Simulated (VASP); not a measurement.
# GaSb2Te2 (P6/mmm) in VASP: notebook

The runs below take GaSb2Te2 through single point, relaxation of cell and atoms, with PBE.

All numbers are computed with VASP 6.6.1; they aren't measurements. Logs are shortened: lines on timing, memory, paths and dates and some standing lists are left out, and cuts for length are marked.

**1. The cell of the first run**

The structure is hexagonal, space group P6/mmm (No. 191). Conventional cell: a = 5.623 Å, b = 5.623 Å, c = 6.093 Å, α = 90.00°, β = 90.00°, γ = 120.00°. Ga (site symmetry 6/mmm) has 6 Sb at 3.25 Å within 4.3 Å. Sb (site symmetry -6m2) has 2 Te at 3.05 Å and 3 Ga at 3.25 Å and 3 Sb at 3.25 Å within 4.0 Å. Te (site symmetry -6m2) has 2 Sb at 3.05 Å and 3 Te at 3.25 Å within 4.0 Å.

**2. Single point, PBE**

File INCAR:

```
SYSTEM = GaSb2Te2
PREC     = Accurate       ! precision mode
ENCUT    = 520            ! plane-wave cutoff, eV
EDIFF    = 1E-6           ! SCF threshold, eV
ISMEAR   = 0              ! smearing method
SIGMA    = 0.1            ! smearing width, eV
LREAL    = .False.        ! projectors in reciprocal space
LASPH    = .True.         ! aspherical terms in the spheres
NELM     = 80             ! most SCF steps
ALGO     = Normal         ! electronic algorithm
ISIF     = 2              ! what is computed and relaxed
LWAVE    = .False.        ! write WAVECAR
LCHARG   = .False.        ! write CHGCAR
GGA      = PE             ! functional
NBANDS   = 26             ! bands
```

File KPOINTS:

```
regular mesh
0
Gamma
  12 12 6
  0 0 0
```

File POSCAR:

```
GaSb2Te2
1.0
    5.6233574887      0.0000000000      0.0000000000
   -2.8116787443      4.8699704398      0.0000000000
    0.0000000000      0.0000000000      6.0933917809
Ga Sb Te
1 2 2
Direct
    0.0000000000      0.0000000000      0.5000000000
    0.3333333333      0.6666666667      0.5000000000
    0.6666666667      0.3333333333      0.5000000000
    0.3333333333      0.6666666667      0.0000000000
    0.6666666667      0.3333333333      0.0000000000
```

Potentials or basis: VASP PAW PBE potentials, release 64 (Ga_d, Sb, Te).

Started as:

```sh
> cat potpaw_PBE.64/Ga_d/POTCAR potpaw_PBE.64/Sb/POTCAR potpaw_PBE.64/Te/POTCAR > POTCAR
> mpirun -np 1 vasp_std > vasp.out
```

OUTCAR:

```text
SYSTEM = GaSb2Te2
   PREC = Accurate
   ENCUT = 520
   EDIFF = 1E-6
   ISMEAR = 0
   LREAL = .False.
   LASPH = .True.
   NELM = 80
   ISIF = 2
   GGA = PE

 ion  position               nearest neighbor table
   1  0.000  0.000  0.500-   2 3.25   3 3.25   2 3.25   3 3.25   3 3.25   2 3.25
   2  0.333  0.667  0.500-   4 3.05   4 3.05   1 3.25   3 3.25   3 3.25   1 3.25   1 3.25   3 3.25

   3  0.667  0.333  0.500-   5 3.05   5 3.05   1 3.25   2 3.25   2 3.25   1 3.25   1 3.25   2 3.25

   4  0.333  0.667  0.000-   2 3.05   2 3.05   5 3.25   5 3.25   5 3.25
   5  0.667  0.333  0.000-   3 3.05   3 3.05   4 3.25   4 3.25   4 3.25

  LATTYP: Found a hexagonal cell.
 ALAT       =     5.6233574887
 C/A-ratio  =     1.0835860592

  Lattice vectors:

 A1 = (   5.6233574887,   0.0000000000,   0.0000000000)
 A2 = (  -2.8116787443,   4.8699704398,   0.0000000000)
 A3 = (   0.0000000000,   0.0000000000,   6.0933917809)

Analysis of symmetry for initial positions (statically):
=====================================================================
 Subroutine PRICEL returns:
 Original cell was already a primitive cell.

 Routine SETGRP: Setting up the symmetry group for a
 hexagonal supercell.

 Subroutine GETGRP returns: Found 24 space group operations
 (whereof 24 operations were pure point group operations)
 out of a pool of 24 trial point group operations.

The static configuration has the point symmetry D_6h.

Analysis of symmetry for dynamics (positions and initial velocities):
=====================================================================
 Subroutine PRICEL returns:
 Original cell was already a primitive cell.

 Routine SETGRP: Setting up the symmetry group for a
 hexagonal supercell.

 Subroutine GETGRP returns: Found 24 space group operations
 (whereof 24 operations were pure point group operations)
 out of a pool of 24 trial point group operations.

The dynamic configuration has the point symmetry D_6h.

 Subroutine INISYM returns: Found 24 space group operations
 (whereof 24 operations are pure point group operations),
 and found     1 'primitive' translations

----------------------------------------------------------------------------------------

                                     Primitive cell

  volume of cell :     166.8711

  direct lattice vectors                    reciprocal lattice vectors
     5.623357489  0.000000000  0.000000000     0.177829704  0.102670028  0.000000000
    -2.811678744  4.869970440  0.000000000     0.000000000  0.205340055  0.000000000
     0.000000000  0.000000000  6.093391781     0.000000000  0.000000000  0.164112211

  length of vectors
     5.623357489  5.623357489  6.093391781     0.205340055  0.205340055  0.164112211

  position of ions in fractional coordinates (direct lattice)
     0.000000000  0.000000000  0.500000000
     0.333333333  0.666666667  0.500000000
     0.666666667  0.333333333  0.500000000
     0.333333333  0.666666667  0.000000000
     0.666666667  0.333333333  0.000000000

  ion indices of the primitive-cell ions
   primitive index   ion index
                 1           1
                 2           2
                 3           3
                 4           4
                 5           5

----------------------------------------------------------------------------------------

 KPOINTS: regular mesh

Automatic generation of k-mesh.
 Grid dimensions read from file:
 generate k-points for:   12   12    6

 Generating k-lattice:

  Cartesian coordinates                     Fractional coordinates (reciprocal lattice)
     0.014819142  0.008555836  0.000000000     0.083333333  0.000000000  0.000000000
     0.000000000  0.017111671  0.000000000     0.000000000  0.083333333  0.000000000
     0.000000000  0.000000000  0.027352035     0.000000000  0.000000000  0.166666667

  Length of vectors
     0.017111671  0.017111671  0.027352035

  Shift w.r.t. Gamma in fractional coordinates (k-lattice)
     0.000000000  0.000000000  0.000000000

 Subroutine IBZKPT returns following result:
 ===========================================

 Found     76 irreducible k-points:

 Following reciprocal coordinates:
            Coordinates               Weight
  0.000000  0.000000  0.000000      1.000000
  0.083333 -0.000000  0.000000      6.000000
  0.166667  0.000000  0.000000      6.000000
  0.250000  0.000000  0.000000      6.000000
  0.333333 -0.000000  0.000000      6.000000
  0.416667  0.000000  0.000000      6.000000
[... 16 lines left out ...]
  0.250000  0.000000  0.166667     12.000000
  0.333333 -0.000000  0.166667     12.000000
 [... further k-points ...]
   k-points           NKPTS =     76   k-points in BZ     NKDIM =     76   number of bands    NBANDS=     26
   number of dos      NEDOS =    301   number of ions     NIONS =      5
   total plane-waves  NPLWV =  84672
   dimension x,y,z NGX =    42 NGY =   42 NGZ =   48
   dimension x,y,z NGXF=    84 NGYF=   84 NGZF=   96
   ions per type =               1   2   2
   NGX,Y,Z   is equivalent  to a cutoff of  12.42, 12.42, 13.10 a.u.
   NGXF,Y,Z  is equivalent  to a cutoff of  24.83, 24.83, 26.19 a.u.
 SYSTEM =  GaSb2Te2
   PREC   = accura    normal or accurate (medium, high low for compatibility)
   ISTART =      0    job   : 0-new  1-cont  2-samecut
   ICHARG =      2    charge: 1-file 2-atom 10-const
   ISPIN  =      1    spin polarized calculation?
   LNONCOLLINEAR =      F non collinear calculations
   LSORBIT =      F    spin-orbit coupling
   LASPH  =      T    aspherical Exc in radial PAW
   ENCUT  =  520.0 eV  38.22 Ry    6.18 a.u.  10.46 10.46 11.33*2*pi/ulx,y,z
   NELM   =     80;   NELMIN=  2; NELMDL= -5     # of ELM steps
   EDIFF  = 0.1E-05   stopping-criterion for ELM
   LREAL  =      F    real-space projection
   EDIFFG = 0.1E-04   stopping-criterion for IOM
   NSW    =      0    number of steps for IOM
   IBRION =     -1    ionic relax: 0-MD 1-quasi-New 2-CG
   NFREE  =      0    steps in history (QN), initial steepest desc. (CG)
   ISIF   =      2    stress and relaxation
   ISYM   =      2    0-nonsym 1-usesym 2-fastsym
   POTIM  = 0.5000    time-step for ionic-motion
   TEBEG  =    0.0;   TEEND  =   0.0 temperature during run
   PSTRESS=    0.0 pullay stress
   NELECT =      35.0000    total number of electrons
   NUPDOWN=      -1.0000    fix difference up-down
   EMIN   =  10.00;   EMAX   =-10.00  energy-range for DOS
   EFERMI =   0.00;   METHOD = LEGACY
   ISMEAR =     0;   SIGMA  =   0.10  broadening in eV -4-tet -1-fermi 0-gaus
   EFERMI_NEDOS =   21; number of points for ismear=-14 and -15
   IALGO  =     38    algorithm
   IMIX   =      4    mixing-type and parameters
     AMIX     =   0.40;   BMIX     =  1.00
     AMIX_MAG =   1.60;   BMIX_MAG =  1.00
  volume/ion in A,a.u.               =      33.37       225.22
  Fermi-wavevector in a.u.,A,eV,Ry     =   0.972681  1.838101 12.872588  0.946108
  Thomas-Fermi vector in A             =   2.102999
   LORBIT       =      0    0 simple, 1 ext, 2 COOP (PROOUT), +10 PAW based schemes
   GGA     = PE    functional components
   LHFCALC =     F    Hartree Fock is set to
   AEXX    =    0.0000 exact exchange contribution
   IVDW    =     0    specifies the selected vdW correction
   LEPSILON=     F    determine dielectric tensor
   LRPA    =     F    only Hartree local field effects (RPA)
 non-spin polarized calculation
 Gauss-broadening in eV      SIGMA  =   0.10
  energy-cutoff  :      520.00
  volume of cell :      166.87
 maximum number of plane-waves:      4541
 NGX is ok and might be reduce to    42
   NGX = 21   NGY = 21   NGZ = 23

 number of electron      34.9999997 magnetization

 Free energy of the ion-electron system (eV)
  ---------------------------------------------------
  ext. energy  EPLUGINS =         0.00000000
  ---------------------------------------------------
  free energy    TOTEN  =       -16.39856763 eV

  energy without entropy =      -16.38264075  energy(sigma->0) =      -16.39060419

 E-fermi :   5.1729     XC(G=0):  -8.9072

 val. band max:        5.1706526697   @ k =   0.5000   0.0000   0.5000
 cond. band min:       5.1830450177   @ k =   0.4167   0.0833   0.3333
 fundamental gap:      0.0123923481
 Fermi energy:         5.1728634460

 k-point     1 :       0.0000    0.0000    0.0000
  band No.  band energies     occupation
      1      -9.8909      2.00000
      2      -9.8580      2.00000
      3      -9.8580      2.00000
      4      -9.8020      2.00000
      5      -9.8020      2.00000
      6      -7.5043      2.00000
[... 18 lines left out ...]
     25       9.9285      0.00000
     26      10.7250      0.00000

 k-point     2 :       0.0833   -0.0000    0.0000
  band No.  band energies     occupation
      1      -9.8906      2.00000
      2      -9.8580      2.00000
      3      -9.8580      2.00000
      4      -9.8022      2.00000
      5      -9.8018      2.00000
      6      -7.4759      2.00000
[... 18 lines left out ...]
     25      10.0769      0.00000
     26      10.9223      0.00000

 k-point     3 :       0.1667    0.0000    0.0000
  band No.  band energies     occupation
      1      -9.8898      2.00000
      2      -9.8581      2.00000
      3      -9.8580      2.00000
      4      -9.8027      2.00000
      5      -9.8014      2.00000
      6      -7.3920      2.00000
[... 18 lines left out ...]
     25      10.3330      0.00000
     26      10.4775      0.00000

 k-point     4 :       0.2500    0.0000    0.0000
  band No.  band energies     occupation
      1      -9.8887      2.00000
      2      -9.8582      2.00000
      3      -9.8580      2.00000
      4      -9.8033      2.00000
      5      -9.8007      2.00000
      6      -7.2577      2.00000
[... 18 lines left out ...]
     25       9.8643      0.00000
     26      10.5181      0.00000
[... 496 lines left out ...]
      1      -9.8898      2.00000
      2      -9.8581      2.00000
      3      -9.8580      2.00000
      4      -9.8026      2.00000
      5      -9.8014      2.00000
      6      -7.3103      2.00000
[... 18 lines left out ...]
     25       9.8857      0.00000
     26      10.3662      0.00000

 k-point    23 :       0.2500    0.0000    0.1667
  band No.  band energies     occupation
      1      -9.8887      2.00000
      2      -9.8583      2.00000
      3      -9.8580      2.00000
      4      -9.8033      2.00000
      5      -9.8007      2.00000
      6      -7.1770      2.00000
[... 18 lines left out ...]
     25       9.5287      0.00000
     26      10.1054      0.00000

 k-point    24 :       0.3333   -0.0000    0.1667
  band No.  band energies     occupation
      1      -9.8877      2.00000
      2      -9.8584      2.00000
      3      -9.8580      2.00000
      4      -9.8040      2.00000
      5      -9.8001      2.00000
      6      -7.0062      2.00000
[... 18 lines left out ...]
     25       9.3138      0.00000
     26       9.7142      0.00000

 [... further k-points ...]

------------------------ aborting loop because EDIFF is reached ----------------------------------------

  FORCE on cell =-STRESS in cart. coord.  units (eV):
  Direction    XX          YY          ZZ          XY          YZ          ZX
  --------------------------------------------------------------------------------------
  -------------------------------------------------------------------------------------
  Total       -0.0212712     -0.0212712     -0.0707938     -0.0000000      0.0000000     -0.0000000
  in kB       -0.2042313     -0.2042313     -0.6797113     -0.0000000      0.0000000     -0.0000000
  external PRESSURE =      -0.3627246 kB  Pullay stress =       0.0000000 kB

 VOLUME and BASIS-vectors are now :
 -----------------------------------------------------------------------------
  energy-cutoff  :      520.00
  volume of cell :      166.87
      direct lattice vectors                 reciprocal lattice vectors
     5.623357489  0.000000000  0.000000000     0.177829704  0.102670028  0.000000000
    -2.811678744  4.869970440  0.000000000     0.000000000  0.205340055  0.000000000
     0.000000000  0.000000000  6.093391781     0.000000000  0.000000000  0.164112211

 POSITION                                       TOTAL-FORCE (eV/Angst)
 -----------------------------------------------------------------------------------
      0.00000      0.00000      3.04670        -0.000000      0.000000      0.000000
     -0.00000      3.24665      3.04670        -0.000000      0.000000      0.000000
      2.81168      1.62332      3.04670         0.000000      0.000000      0.000000
     -0.00000      3.24665      0.00000        -0.000000      0.000000      0.000000
      2.81168      1.62332      0.00000        -0.000000      0.000000      0.000000
 -----------------------------------------------------------------------------------
    total drift:                                0.000000      0.000000      0.000000

  FREE ENERGIE OF THE ION-ELECTRON SYSTEM (eV)
  ---------------------------------------------------
  free  energy   TOTEN  =       -16.3985676293 eV

  energy  without entropy=      -16.3826407520  energy(sigma->0) =      -16.39060419
```

Run time: 2 min. Hardware: 1 thread of Intel Xeon 6975P-C (Granite Rapids), shared host; peak memory 0.51 GiB.

Results:

```yaml
Free_energy: -16.3986 eV
Pressure: 0.0 GPa
```

Levels at points of the mesh, in eV from the Fermi level:
```csv
k point,band 16,band 17,band 18,band 19,band 20,band 21
"(0.00, 0.00, 0.00)",-1.92,-1.86,-1.86,0.48,0.48,2.02
"(0.50, 0.00, 0.00)",-0.57,0.50,0.64,1.04,1.60,2.85
"(0.00, 0.00, 0.50)",-1.68,-1.51,-1.51,-0.37,-0.37,0.32
"(0.50, 0.00, 0.50)",-0.72,-0.07,0.00,0.33,0.76,1.15
```

Caveat: spin-orbit coupling is left out, which moves the levels of the heavy elements.

[end of part 1 of 2]
